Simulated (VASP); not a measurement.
# Al9O in VASP: notebook

Runs on Al9O. Level: PBE. Tasks: relaxation of the atoms.

Everything below comes from runs of VASP 6.6.1. Logs are shortened: lines on timing, memory, paths and dates and some standing lists are left out, and cuts for length are marked.

## 1. The cell of the first run

The cell holds a slab with vacuum, 10 atoms: a = 2.854 Å, b = 9.808 Å, c = 20.290 Å, α = 90.00°, β = 90.00°, γ = 98.37°.

## 2. Relaxation of the atoms, PBE

The input, INCAR:

```
ALGO = Normal
DIPOL = 0.5 0.5 0.331
EDIFF = 1E-7
EDIFFG = -0.025
ENCUT = 520
GGA = PE
IBRION = 2
IDIPOL = 3
ISIF = 2
ISMEAR = 0
LASPH = T
LCHARG = F
LDIPOL = T
LREAL = F
LWAVE = F
NELM = 80
NSW = 50
PREC = Accurate
SIGMA = 0.1
```

The input, KPOINTS:

```
k-points
0
Gamma
  9 3 1
```

The input, POSCAR:

```
Al9O
1.0
    2.8543223330      0.0000000000      0.0000000000
   -1.4271611665      9.7033329366      0.0000000000
    0.0000000000      0.0000000000     20.2902708969
Al O
9 1
Selective dynamics
Direct
    0.5324485604      0.0648971207      0.1971388169  F F F
    0.6709687938      0.3419375876      0.2462255645  F F F
    0.2986728405      0.5973456810      0.2560429140  F F F
    0.9263768872      0.8527537744      0.2658602636  F F F
    0.0639738222      0.1277383808      0.3154281718  F F F
    0.1995905480      0.4042696935      0.3707822583  F F F
    0.8288544886      0.6597110299      0.3785032288  F F F
    0.4526361687      0.9111292155      0.3874342692  F F F
    0.5925232094      0.1814597089      0.4332259013  T T T
    0.8425232094      0.6814597089      0.4581611110  F F T
```

Potentials or basis: VASP PAW PBE potentials, release 64 (Al, O).

Command:

```sh
$ cat potpaw_PBE.64/Al/POTCAR potpaw_PBE.64/O/POTCAR > POTCAR
$ mpirun -np 1 vasp_std > vasp.out
```

OUTCAR:

```text
EDIFF = 1E-7
   EDIFFG = -0.025
   ENCUT = 520
   GGA = PE
   IBRION = 2
   ISIF = 2
   ISMEAR = 0
   LASPH = T
   LREAL = F
   NELM = 80
   NSW = 50
   PREC = Accurate

 ion  position               nearest neighbor table
   1  0.532  0.065  0.197-   5 2.86   5 2.86   2 2.87   4 2.87   4 2.87
   2  0.671  0.342  0.246-   1 2.87   3 2.87   3 2.87   5 2.89   5 2.89   6 2.96   6 2.97
   3  0.299  0.597  0.256-   2 2.87   2 2.87   4 2.87   4 2.87   7 2.93   7 2.93   6 2.99
   4  0.926  0.853  0.266-   5 2.85   3 2.87   3 2.87   1 2.87   1 2.87   8 2.90   8 2.91   7 2.96

   5  0.064  0.128  0.315-   9 2.83   9 2.83   4 2.85   1 2.86   1 2.86   2 2.89   2 2.89   6 2.91
                             8 2.93   8 2.93
   6  0.200  0.404  0.371-   7 2.86   7 2.87   9 2.88   9 2.89   5 2.91   2 2.96   2 2.97   3 2.99

   7  0.829  0.660  0.379-  10 1.63   8 2.83   8 2.83   6 2.86   6 2.87   3 2.93   3 2.93   4 2.96

   8  0.453  0.911  0.387-   9 2.78   7 2.83   7 2.83   4 2.90   4 2.91   5 2.93   5 2.93
   9  0.593  0.181  0.433-   8 2.78   5 2.83   5 2.83   6 2.88   6 2.89
  10  0.843  0.681  0.458-   7 1.63

  LATTYP: Found a base centered orthorhombic cell.
 ALAT       =     2.8543223330
 B/A-ratio  =     6.7990449603
 C/A-ratio  =     7.1086123183

  Lattice vectors:

 A1 = (   1.4271611665,  -9.7033329366,   0.0000000000)
 A2 = (   1.4271611665,   9.7033329366,   0.0000000000)
 A3 = (   0.0000000000,   0.0000000000,  20.2902708969)

Analysis of symmetry for initial positions (statically):
=====================================================================
 Subroutine PRICEL returns:
 Original cell was already a primitive cell.

 Routine SETGRP: Setting up the symmetry group for a
 base centered orthorhombic supercell.

 Subroutine GETGRP returns: Found  1 space group operations
 (whereof  1 operations were pure point group operations)
 out of a pool of  8 trial point group operations.

The static configuration has the point symmetry C_1 .

Analysis of symmetry for dynamics (positions and initial velocities):
=====================================================================
 Subroutine PRICEL returns:
 Original cell was already a primitive cell.

 Routine SETGRP: Setting up the symmetry group for a
 base centered orthorhombic supercell.

 Subroutine GETGRP returns: Found  1 space group operations
 (whereof  1 operations were pure point group operations)
 out of a pool of  8 trial point group operations.

The dynamic configuration has the point symmetry C_1 .

[... 155 lines left out ...]
   EFERMI_NEDOS =   21; number of points for ismear=-14 and -15
   IALGO  =     38    algorithm
   IMIX   =      4    mixing-type and parameters
     AMIX     =   0.40;   BMIX     =  1.00
     AMIX_MAG =   1.60;   BMIX_MAG =  1.00
  volume/ion in A,a.u.               =      56.20       379.23
  Fermi-wavevector in a.u.,A,eV,Ry     =   0.636320  1.202470  5.509041  0.404903
  Thomas-Fermi vector in A             =   1.700950
   LORBIT       =      0    0 simple, 1 ext, 2 COOP (PROOUT), +10 PAW based schemes
   GGA     = PE    functional components
   LHFCALC =     F    Hartree Fock is set to
   AEXX    =    0.0000 exact exchange contribution
   IVDW    =     0    specifies the selected vdW correction
   LEPSILON=     F    determine dielectric tensor
   LRPA    =     F    only Hartree local field effects (RPA)
 conjugate gradient relaxation of ions
 non-spin polarized calculation
 Gauss-broadening in eV      SIGMA  =   0.10
  energy-cutoff  :      520.00
  volume of cell :      561.97
 maximum number of plane-waves:     15174
 NGX is ok and might be reduce to    24
   NGX = 11   NGY = 37   NGZ = 75

 dipolmoment           0.000000      0.000000     -0.003298 electrons x Angstroem

--------------------------------------- Ionic step        1  -------------------------------------------

 number of electron      32.9999995 magnetization

 Free energy of the ion-electron system (eV)
  ---------------------------------------------------
  ext. energy  EPLUGINS =         0.00000000
  ---------------------------------------------------
  free energy    TOTEN  =       -36.60376235 eV

  energy without entropy =      -36.57805328  energy(sigma->0) =      -36.59090782

------------------------ aborting loop because EDIFF is reached ----------------------------------------

  FORCE on cell =-STRESS in cart. coord.  units (eV):
  Direction    XX          YY          ZZ          XY          YZ          ZX
  --------------------------------------------------------------------------------------
  -------------------------------------------------------------------------------------
  Total       -4.4025472     -5.5302431      1.7498957      1.0302084      1.4187396     -0.0319337
  in kB      -12.5517075    -15.7667801      4.9889708      2.9371347      4.0448412     -0.0910432
  external PRESSURE =      -7.7765056 kB  Pullay stress =       0.0000000 kB
[... 251 lines left out ...]
--------------------------------------- Ionic step        7  -------------------------------------------

 number of electron      32.9999998 magnetization

 dipolmoment           0.000000      0.000000      0.256838 electrons x Angstroem

 Free energy of the ion-electron system (eV)
  ---------------------------------------------------
  ext. energy  EPLUGINS =         0.00000000
  ---------------------------------------------------
  free energy    TOTEN  =       -36.62731547 eV

  energy without entropy =      -36.59948001  energy(sigma->0) =      -36.61339774

 E-fermi :  -1.4090     XC(G=0):  -3.8090

 val. band max:       -1.4606030268   @ k =   0.0000   0.0000   0.0000
 cond. band min:      -1.3809072941   @ k =   0.0000   0.3333   0.0000
 fundamental gap:      0.0796957327
 Fermi energy:        -1.4090495627

 k-point     1 :       0.0000    0.0000    0.0000
  band No.  band energies     occupation
      1     -18.1462      2.00000
      2     -11.3791      2.00000
      3      -9.7920      2.00000
      4      -9.7632      2.00000
      5      -9.0723      2.00000
      6      -7.3037      2.00000
[... 339 lines left out ...]
     21       0.6667      0.00000
     22       1.5343      0.00000

------------------------ aborting loop because EDIFF is reached ----------------------------------------

 vacuum level on the upper side and lower side of the slab       (xc-potential included)         0.752        -0.895

  FORCE on cell =-STRESS in cart. coord.  units (eV):
  Direction    XX          YY          ZZ          XY          YZ          ZX
  --------------------------------------------------------------------------------------
  -------------------------------------------------------------------------------------
  Total       -4.7476952     -5.6028441     -0.3857191      1.0461757      1.0781883     -0.0345174
  in kB      -13.5357279    -15.9737662     -1.0996892      2.9826576      3.0739260     -0.0984093
  external PRESSURE =     -10.2030611 kB  Pullay stress =       0.0000000 kB
[... 25 lines left out ...]
  FREE ENERGIE OF THE ION-ELECTRON SYSTEM (eV)
  ---------------------------------------------------
  free  energy   TOTEN  =       -36.6273154732 eV

  energy  without entropy=      -36.5994800067  energy(sigma->0) =      -36.61339774

 reached required accuracy - stopping structural energy minimisation

 vacuum level on the upper side and lower side of the slab         4.364         2.674
```

OSZICAR:

```text
N       E                     dE             d eps       ncg     rms          rms(c)
DAV:   1     0.173687866897E+03    0.17369E+03   -0.98232E+03   616   0.102E+03
DAV:   2    -0.781185831225E+01   -0.18150E+03   -0.17424E+03   920   0.186E+02
DAV:   3    -0.394053582951E+02   -0.31593E+02   -0.28777E+02   916   0.672E+01
[... 111 lines left out ...]
DAV:   3    -0.366273189947E+02    0.42840E-04   -0.88708E-05   928   0.677E-02    0.250E-02
DAV:   4    -0.366273163542E+02    0.26404E-05   -0.34246E-05   728   0.363E-02    0.110E-02
DAV:   5    -0.366273152739E+02    0.10803E-05   -0.94119E-06   782   0.178E-02    0.480E-03
DAV:   6    -0.366273154874E+02   -0.21350E-06   -0.20859E-06   814   0.757E-03    0.189E-03
DAV:   7    -0.366273154732E+02    0.14231E-07   -0.25181E-07   678   0.280E-03
   7 F= -.36627315E+02 E0= -.36613398E+02  d E =-.164446E-02
```

It took 14 min on 1 thread of Intel Xeon 6975P-C (Granite Rapids), shared host; peak memory 0.76 GiB.

What came out:

```
Free energy               : -36.6273 eV
Energy gained by relaxing : 2.4 meV/atom
Ionic steps               : 7
Band gap on the k mesh    : zero (an odd number of electrons rules out a gap without spin polarisation)
```

The path:
| step | energy change (eV) | largest force on free atoms (eV/Å) | pressure (GPa) |
| --- | --- | --- | --- |
| 1 | 0.0000 | 1.1763 | -0.78 |
| 2 | -0.0174 | 0.4857 | -1.07 |
| 3 | -0.0219 | 0.0968 | -0.98 |
| 4 | -0.0223 | 0.0839 | -0.99 |
| 5 | -0.0232 | 0.0469 | -1.00 |
| 6 | -0.0234 | 0.0271 | -1.03 |
| 7 | -0.0236 | 0.0098 | -1.02 |

Final structure:
```xyz
10
Lattice="2.8543 0.0000 0.0000 -1.4272 9.7033 0.0000 0.0000 0.0000 20.2903" Properties=species:S:1:pos:R:3 pbc="T T T"
Al    1.4272    0.6297    4.0000
Al    1.4272    3.3179    4.9960
Al    0.0000    5.7962    5.1952
Al    1.4272    8.2746    5.3944
Al    0.0003    1.2395    6.4001
Al   -0.0073    3.9228    7.5233
Al    1.4243    6.4014    7.6799
Al   -0.0084    8.8410    7.8611
Al    1.4268    1.7781    8.8240
O     1.4323    6.6124    9.3343
```

Levels at points of the mesh, in eV from the Fermi level:
| k point | band 14 | band 15 | band 16 | band 17 | band 18 | band 19 |
| --- | --- | --- | --- | --- | --- | --- |
| (0.00, 0.00, 0.00) | -1.63 | -1.22 | -0.23 | -0.05 | 0.09 | 1.25 |

Caveat: an odd number of electrons without spin polarisation forces a metal; a magnetic or distorted state may lie lower.

## 3. Relaxation of the atoms, PBE

The input, INCAR:

```
SYSTEM = Al9O
PREC = Accurate ; ENCUT = 520
EDIFF = 1E-7 ; ISMEAR = 0
SIGMA = 0.1 ; LREAL = .FALSE.
LASPH = .TRUE. ; NELM = 80
ALGO = Normal ; ISIF = 2
LWAVE = .FALSE. ; LCHARG = .FALSE.
LDIPOL = .TRUE. ; IDIPOL = 3
DIPOL = 0.5 0.5 0.332 ; GGA = PE
IBRION = 2 ; NSW = 50
EDIFFG = -0.025
```

The input, KPOINTS:

```
regular mesh
0
G
  9 3 1
  0 0 0
```

POSCAR: that of step 2 with these lines changed.

```diff
@@ -18,2 +18,2 @@
     0.5925232094      0.1814597089      0.4332259013  T T T
-    0.8425232094      0.6814597089      0.4581611110  F F T
+    1.0925232094      0.1814597089      0.4687108883  F F T
```

Potentials or basis: VASP PAW PBE potentials, release 64 (Al, O).

Command:

```sh
$ cat potpaw_PBE.64/Al/POTCAR potpaw_PBE.64/O/POTCAR > POTCAR
$ mpirun -np 1 vasp_std > vasp.out
```

It took 86 min on 1 thread of Intel Xeon 8259CL, shared host; peak memory 0.78 GiB.

It converged, with:

* Free energy: -39.4285 eV
* Energy gained by relaxing: 56.1 meV/atom
* Ionic steps: 11
* Band gap on the k mesh: zero (an odd number of electrons rules out a gap without spin polarisation)

The path:
```csv
step,energy change (eV),largest force on free atoms (eV/Å),pressure (GPa)
1,0.0000,3.9829,0.56
2,-0.2412,2.5937,-0.77
3,-0.3623,0.6950,-0.37
4,-0.3916,0.6312,-0.42
5,-0.4633,0.4717,-0.56
6,-0.5442,0.2645,-0.80
7,-0.5220,0.4755,-1.17
8,-0.5598,0.2035,-0.98
9,-0.5603,0.1789,-0.96
10,-0.5433,0.8056,-0.74
11,-0.5613,0.0176,-0.92
```

Final structure:
```
Al O
1.0
     2.85432    0.00000    0.00000
    -1.42716    9.70333    0.00000
     0.00000    0.00000   20.29027
Al O
9 1
Direct
  0.53245 0.06490 0.19714
  0.67097 0.34194 0.24623
  0.29867 0.59735 0.25604
  0.92638 0.85275 0.26586
  0.06397 0.12774 0.31543
  0.19959 0.40427 0.37078
  0.82885 0.65971 0.37850
  0.45264 0.91113 0.38743
  0.59688 0.19002 0.44788
  0.09252 0.18146 0.49351
```

Levels at points of the mesh, in eV from the Fermi level:
```
           k point  band 13  band 14  band 15  band 16  band 17  band 18  band 19  band 20
(0.00, 0.00, 0.00)    -2.76    -1.87    -1.76    -0.92    -0.82     0.15     2.01     2.09
```

Caveat: an odd number of electrons without spin polarisation forces a metal; a magnetic or distorted state may lie lower.
